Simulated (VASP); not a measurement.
# N (P4_2/mnm) in VASP: notebook

The runs below take N through single point, with r2SCAN+D3(BJ).

Everything below comes from runs of VASP 6.6.1. Logs are shortened: lines on timing, memory, paths and dates and some standing lists are left out, and cuts for length are marked.

## 1. The cell of the first run

It takes space group P4_2/mnm (No. 136, tetragonal). Conventional cell: a = 4.138 Å, b = 4.138 Å, c = 5.416 Å, α = 90.00°, β = 90.00°, γ = 90.00°. Within 1.5 Å of N (site symmetry m2m) lie 1 N at 1.12 Å.

## 2. Single point, r2SCAN+D3(BJ)

POSCAR

```
N
1.0
    4.1378057907      0.0000000000      0.0000000000
    0.0000000000      4.1378057907      0.0000000000
    0.0000000000      0.0000000000      5.4162622812
N
4
Direct
    0.9042752000      0.9042752000      0.0000000000
    0.5957248000      0.4042752000      0.5000000000
    0.0957248000      0.0957248000      0.0000000000
    0.4042752000      0.5957248000      0.5000000000
```

INCAR.step1

```
SYSTEM = N
ALGO = Normal
EDIFF = 1E-4
ENCUT = 520
GGA = PE
ISMEAR = 0
LASPH = .True.
LCHARG = .False.
LREAL = .False.
LWAVE = .True.
NBANDS = 18
NELM = 80
PREC = Accurate
SIGMA = 0.01
```

INCAR.step2

```
SYSTEM = N
ALGO = Normal
EDIFF = 1E-7
ENCUT = 520
ISIF = 2
ISMEAR = 0
ISTART = 1
IVDW = 12
LASPH = .True.
LCHARG = .True.
LELF = .True.
LMIXTAU = .True.
LREAL = .False.
LVHAR = .True.
LWAVE = .False.
METAGGA = R2SCAN
NBANDS = 18
NELM = 80
PREC = Accurate
SIGMA = 0.01
VDW_A1 = 0.49484001
VDW_A2 = 5.73083694
VDW_S6 = 1.0
VDW_S8 = 0.78981345
```

KPOINTS

```
k-points
0
Gamma
  4 4 3
  0 0 0
```

Potentials or basis: VASP PAW PBE potentials, release 64 (N).

On the command line:

```sh
cat potpaw_PBE.64/N/POTCAR > POTCAR
cp INCAR.step1 INCAR
mpirun -np 1 vasp_std > vasp.out
cp INCAR.step2 INCAR
mpirun -np 1 vasp_std > vasp.out
```

OUTCAR:

```text
SYSTEM = N
   EDIFF = 1E-7
   ENCUT = 520
   ISIF = 2
   ISMEAR = 0
   ISTART = 1
   IVDW = 12
   LASPH = .True.
   LREAL = .False.
   METAGGA = R2SCAN
   NELM = 80
   PREC = Accurate
 IVDW          = 12

 ion  position               nearest neighbor table
   1  0.904  0.904  0.000-   3 1.12
   2  0.596  0.404  0.500-   4 1.12
   3  0.096  0.096  0.000-   1 1.12
   4  0.404  0.596  0.500-   2 1.12

  LATTYP: Found a simple tetragonal cell.
 ALAT       =     4.1378057907
 C/A-ratio  =     1.3089696702

  Lattice vectors:

 A1 = (   4.1378057907,   0.0000000000,   0.0000000000)
 A2 = (   0.0000000000,   4.1378057907,   0.0000000000)
 A3 = (   0.0000000000,   0.0000000000,   5.4162622812)

Analysis of symmetry for initial positions (statically):
=====================================================================
 Subroutine PRICEL returns:
 Original cell was already a primitive cell.

 Routine SETGRP: Setting up the symmetry group for a
 simple tetragonal supercell.

 Subroutine GETGRP returns: Found 16 space group operations
 (whereof  8 operations were pure point group operations)
 out of a pool of 16 trial point group operations.

The static configuration has the point symmetry D_2h.
 The point group associated with its full space group is D_4h.

Analysis of symmetry for dynamics (positions and initial velocities):
=====================================================================
 Subroutine PRICEL returns:
 Original cell was already a primitive cell.

 Routine SETGRP: Setting up the symmetry group for a
 simple tetragonal supercell.

 Subroutine GETGRP returns: Found 16 space group operations
 (whereof  8 operations were pure point group operations)
 out of a pool of 16 trial point group operations.

The dynamic configuration has the point symmetry D_2h.
 The point group associated with its full space group is D_4h.

 Subroutine INISYM returns: Found 16 space group operations
 (whereof  8 operations are pure point group operations),
 and found     1 'primitive' translations

----------------------------------------------------------------------------------------

                                     Primitive cell

  volume of cell :      92.7342

  direct lattice vectors                    reciprocal lattice vectors
     4.137805791  0.000000000  0.000000000     0.241673981  0.000000000  0.000000000
[... 76 lines left out ...]
   NELM   =     80;   NELMIN=  2; NELMDL=  0     # of ELM steps
   EDIFF  = 0.1E-06   stopping-criterion for ELM
   LREAL  =      F    real-space projection
   EDIFFG = 0.1E-05   stopping-criterion for IOM
   NSW    =      0    number of steps for IOM
   IBRION =     -1    ionic relax: 0-MD 1-quasi-New 2-CG
   NFREE  =      0    steps in history (QN), initial steepest desc. (CG)
   ISIF   =      2    stress and relaxation
   ISYM   =      2    0-nonsym 1-usesym 2-fastsym
   POTIM  = 0.5000    time-step for ionic-motion
   TEBEG  =    0.0;   TEEND  =   0.0 temperature during run
   PSTRESS=    0.0 pullay stress
   NELECT =      20.0000    total number of electrons
   NUPDOWN=      -1.0000    fix difference up-down
   EMIN   =  10.00;   EMAX   =-10.00  energy-range for DOS
   EFERMI =   0.00;   METHOD = LEGACY
   ISMEAR =     0;   SIGMA  =   0.01  broadening in eV -4-tet -1-fermi 0-gaus
   EFERMI_NEDOS =   21; number of points for ismear=-14 and -15
   IALGO  =     38    algorithm
   IMIX   =      4    mixing-type and parameters
     AMIX     =   0.40;   BMIX     =  1.00
     AMIX_MAG =   1.60;   BMIX_MAG =  1.00
  volume/ion in A,a.u.               =      23.18       156.45
  Fermi-wavevector in a.u.,A,eV,Ry     =   0.981759  1.855255 13.113984  0.963851
  Thomas-Fermi vector in A             =   2.112790
   LORBIT       =      0    0 simple, 1 ext, 2 COOP (PROOUT), +10 PAW based schemes
   METAGGA = R2SCAN    functional components
   LHFCALC =     F    Hartree Fock is set to
   AEXX    =    0.0000 exact exchange contribution
   IVDW    =    12    specifies the selected vdW correction
   LEPSILON=     F    determine dielectric tensor
   LRPA    =     F    only Hartree local field effects (RPA)
 non-spin polarized calculation
 Gauss-broadening in eV      SIGMA  =   0.01
  energy-cutoff  :      520.00
  volume of cell :       92.73
 maximum number of plane-waves:      2508
 NGX is ok and might be reduce to    32
   NGX = 15   NGY = 15   NGZ = 21

 number of electron      20.0000001 magnetization

 Free energy of the ion-electron system (eV)
  ---------------------------------------------------
  ext. energy  EPLUGINS =         0.00000000
  ---------------------------------------------------
  free energy    TOTEN  =       -36.46597558 eV

  energy without entropy =      -36.46597558  energy(sigma->0) =      -36.46597558

 E-fermi :  -7.0276     XC(G=0):  -6.5030

 val. band max:       -7.1004072357   @ k =   0.5000   0.5000   0.3333
 cond. band min:       0.3752875643   @ k =   0.0000   0.0000   0.0000
 fundamental gap:      7.4756947999
 Fermi energy:        -7.0276218829

 k-point     1 :       0.0000    0.0000    0.0000
  band No.  band energies     occupation
      1     -26.1428      2.00000
      2     -26.0846      2.00000
      3     -10.8943      2.00000
      4     -10.8943      2.00000
      5      -8.8387      2.00000
      6      -8.2970      2.00000
[... 229 lines left out ...]
      5      -8.6680      2.00000
      6      -8.6680      2.00000
[... 10 lines left out ...]
     17       8.2995      0.00000
     18       8.2995      0.00000

------------------------ aborting loop because EDIFF is reached ----------------------------------------

 Edisp (eV)   -0.11452

 E8    (eV) :    -0.0208

  FORCE on cell =-STRESS in cart. coord.  units (eV):
  Direction    XX          YY          ZZ          XY          YZ          ZX
  --------------------------------------------------------------------------------------
  -------------------------------------------------------------------------------------
  Total      -2.56482    -2.56482    -0.27004    -0.00000     0.00000     0.00000
  in kB     -44.31258   -44.31258    -4.66549    -0.00000     0.00000     0.00000
  external pressure =      -31.10 kB  Pullay stress =        0.00 kB

 VOLUME and BASIS-vectors are now :
 -----------------------------------------------------------------------------
  energy-cutoff  :      520.00
  volume of cell :       92.73
      direct lattice vectors                 reciprocal lattice vectors
     4.137805791  0.000000000  0.000000000     0.241673981  0.000000000  0.000000000
     0.000000000  4.137805791  0.000000000     0.000000000  0.241673981  0.000000000
     0.000000000  0.000000000  5.416262281     0.000000000  0.000000000  0.184629168

 POSITION                                       TOTAL-FORCE (eV/Angst)
 -----------------------------------------------------------------------------------
      3.74172      3.74172      0.00000         1.452572      1.452572     -0.000000
      2.46499      1.67281      2.70813        -1.452572      1.452572     -0.000000
      0.39609      0.39609      0.00000        -1.452572     -1.452572      0.000000
      1.67281      2.46499      2.70813         1.452572     -1.452572      0.000000
 -----------------------------------------------------------------------------------
    total drift:                                0.000000      0.000000     -0.000000

  FREE ENERGIE OF THE ION-ELECTRON SYSTEM (eV)
  ---------------------------------------------------
  free  energy   TOTEN  =       -36.5804925076 eV

  energy  without entropy=      -36.5804925076  energy(sigma->0) =      -36.58049251
```

OUTCAR.step1:

```text
SYSTEM = N
   EDIFF = 1E-4
   ENCUT = 520
   GGA = PE
   ISMEAR = 0
[... 469 lines left out ...]
      3.74172      3.74172      0.00000         0.789485      0.789485      0.000000
      2.46499      1.67281      2.70813        -0.789485      0.789485      0.000000
      0.39609      0.39609      0.00000        -0.789485     -0.789485     -0.000000
      1.67281      2.46499      2.70813         0.789485     -0.789485     -0.000000
 -----------------------------------------------------------------------------------
    total drift:                                0.000000      0.000000     -0.000000

  FREE ENERGIE OF THE ION-ELECTRON SYSTEM (eV)
  ---------------------------------------------------
  free  energy   TOTEN  =       -33.3240524983 eV

  energy  without entropy=      -33.3240524983  energy(sigma->0) =      -33.32405250
```

Wall time 34 s (1 thread of Intel Xeon 6975P-C (Granite Rapids), shared host); peak memory 0.19 GiB.

Results:

```
Free energy                : -36.5805 eV
Pressure                   : -3.1 GPa
Largest force              : 2.054 eV/Å
Band gap on the k mesh     : 7.48 eV, indirect (least direct gap 7.66 eV)
Dispersion energy per atom : -0.029 eV
```

Forces in eV/Å, atoms in the order of the input:
```
N    1.453  1.453  0.000
N   -1.453  1.453  0.000
N   -1.453 -1.453  0.000
N    1.453 -1.453  0.000
```

Levels at points of the mesh, in eV from the valence-band top:
```tsv
k point	band 7	band 8	band 9	band 10	band 11	band 12	band 13	band 14
(0.00, 0.00, 0.00)	-1.20	-1.10	-0.88	-0.18	7.48	8.31	8.66	8.66
(0.50, 0.00, 0.00)	-1.39	-1.39	-0.20	-0.20	8.47	8.47	8.47	8.47
(0.50, 0.50, 0.00)	-1.34	-1.34	-0.03	-0.03	8.25	8.25	9.19	9.19
```

Caveat: the standard files for N, O and F lose accuracy on very short bonds; three body term missing; the PAW data sets were made with another functional, which shifts forces and pressure a little. A k mesh can miss the band edges.

## 3. Single point, r2SCAN+D3(BJ)

This run uses another cell than the first one, of 23.63 Å³/atom, 1.019 times its volume.

POSCAR

```
N
1.0
    4.1641619522      0.0000000000      0.0000000000
    0.0000000000      4.1641619522      0.0000000000
    0.0000000000      0.0000000000      5.4507616973
N
4
Direct
    0.9042752000      0.9042752000      0.0000000000
    0.5957248000      0.4042752000      0.5000000000
    0.0957248000      0.0957248000      0.0000000000
    0.4042752000      0.5957248000      0.5000000000
```

INCAR.step1

```
PREC = Accurate
ENCUT = 520
ISMEAR = 0
SIGMA = 0.01
LREAL = F
LASPH = T
NELM = 100
NBANDS = 18
GGA = PE
ALGO = Normal
EDIFF = 1E-4
LWAVE = T
LCHARG = F
```

INCAR.step2

```
PREC = Accurate
ENCUT = 520
EDIFF = 1E-6
ISMEAR = 0
SIGMA = 0.01
LREAL = F
LASPH = T
NELM = 100
ALGO = Normal
ISIF = 2
LWAVE = F
LCHARG = F
METAGGA = R2SCAN
LMIXTAU = T
IVDW = 12
VDW_S6 = 1.0
VDW_S8 = 0.78981345
VDW_A1 = 0.49484001
VDW_A2 = 5.73083694
NBANDS = 18
ISTART = 1
```

KPOINTS

```
regular mesh
0
Gamma
  4 4 3
```

Potentials or basis: VASP PAW PBE potentials, release 64 (N).

On the command line:

```sh
cat potpaw_PBE.64/N/POTCAR > POTCAR
cp INCAR.step1 INCAR
mpirun -np 1 vasp_std > vasp.out
cp INCAR.step2 INCAR
mpirun -np 1 vasp_std > vasp.out
```

OUTCAR:

```text
PREC = Accurate
   ENCUT = 520
   EDIFF = 1E-6
   ISMEAR = 0
   LREAL = F
   LASPH = T
   NELM = 100
   ISIF = 2
   METAGGA = R2SCAN
   IVDW = 12
   ISTART = 1
 IVDW          = 12

 ion  position               nearest neighbor table
   1  0.904  0.904  0.000-   3 1.13
   2  0.596  0.404  0.500-   4 1.13
   3  0.096  0.096  0.000-   1 1.13
   4  0.404  0.596  0.500-   2 1.13

[... 438 lines left out ...]

 Edisp (eV)   -0.11216

 E8    (eV) :    -0.0204

  FORCE on cell =-STRESS in cart. coord.  units (eV):
  Direction    XX          YY          ZZ          XY          YZ          ZX
  --------------------------------------------------------------------------------------
  -------------------------------------------------------------------------------------
  Total      -3.70420    -3.70420    -0.26723     0.00000     0.00000     0.00000
  in kB     -62.79027   -62.79027    -4.52981     0.00000     0.00000     0.00000
  external pressure =      -43.37 kB  Pullay stress =        0.00 kB

 VOLUME and BASIS-vectors are now :
 -----------------------------------------------------------------------------
  energy-cutoff  :      520.00
  volume of cell :       94.52
      direct lattice vectors                 reciprocal lattice vectors
     4.164161952  0.000000000  0.000000000     0.240144358  0.000000000  0.000000000
     0.000000000  4.164161952  0.000000000     0.000000000  0.240144358  0.000000000
     0.000000000  0.000000000  5.450761697     0.000000000  0.000000000  0.183460598

 POSITION                                       TOTAL-FORCE (eV/Angst)
 -----------------------------------------------------------------------------------
      3.76555      3.76555      0.00000         2.160383      2.160383      0.000000
      2.48069      1.68347      2.72538        -2.160383      2.160383      0.000000
      0.39861      0.39861      0.00000        -2.160383     -2.160383      0.000000
      1.68347      2.48069      2.72538         2.160383     -2.160383      0.000000
 -----------------------------------------------------------------------------------
    total drift:                                0.000000      0.000000     -0.000000

  FREE ENERGIE OF THE ION-ELECTRON SYSTEM (eV)
  ---------------------------------------------------
  free  energy   TOTEN  =       -36.5419429205 eV

  energy  without entropy=      -36.5419429205  energy(sigma->0) =      -36.54194292
```

OUTCAR.step1:

```text
PREC = Accurate
   ENCUT = 520
   ISMEAR = 0
   LREAL = F
[... 469 lines left out ...]
      3.76555      3.76555      0.00000         1.486566      1.486566     -0.000000
      2.48069      1.68347      2.72538        -1.486566      1.486566     -0.000000
      0.39861      0.39861      0.00000        -1.486566     -1.486566      0.000000
      1.68347      2.48069      2.72538         1.486566     -1.486566     -0.000000
 -----------------------------------------------------------------------------------
    total drift:                                0.000000      0.000000     -0.000000

  FREE ENERGIE OF THE ION-ELECTRON SYSTEM (eV)
  ---------------------------------------------------
  free  energy   TOTEN  =       -33.3056274027 eV

  energy  without entropy=      -33.3056274027  energy(sigma->0) =      -33.30562740
```

Run time: 26 s. Hardware: 1 thread of Intel Xeon 6975P-C (Granite Rapids), shared host; peak memory 0.2 GiB.

What came out:

```
Free energy                : -36.5419 eV
Pressure                   : -4.3 GPa
Largest force              : 3.055 eV/Å
Band gap on the k mesh     : 7.43 eV, indirect (least direct gap 7.61 eV)
Dispersion energy per atom : -0.028 eV
```

Forces on the atoms (eV/Å):
```
N    2.160  2.160  0.000
N   -2.160  2.160  0.000
N   -2.160 -2.160  0.000
N    2.160 -2.160  0.000
```

Levels at points of the mesh, in eV from the valence-band top:
| k point | band 6 | band 7 | band 8 | band 9 | band 10 | band 11 | band 12 | band 13 | band 14 | band 15 |
| --- | --- | --- | --- | --- | --- | --- | --- | --- | --- | --- |
| (0.00, 0.00, 0.00) | -1.14 | -1.14 | -1.05 | -0.84 | -0.17 | 7.43 | 8.23 | 8.57 | 8.57 | 11.86 |
| (0.50, 0.00, 0.00) | -1.35 | -1.33 | -1.33 | -0.19 | -0.19 | 8.38 | 8.38 | 8.39 | 8.39 | 12.88 |
| (0.50, 0.50, 0.00) | -1.48 | -1.28 | -1.28 | -0.02 | -0.02 | 8.18 | 8.18 | 9.08 | 9.08 | 13.25 |

Caveat: the standard files for N, O and F lose accuracy on very short bonds; three body term missing; the PAW data sets were made with another functional, which shifts forces and pressure a little. r2SCAN opens gaps a little over a GGA but as a rule still falls short of measured ones.
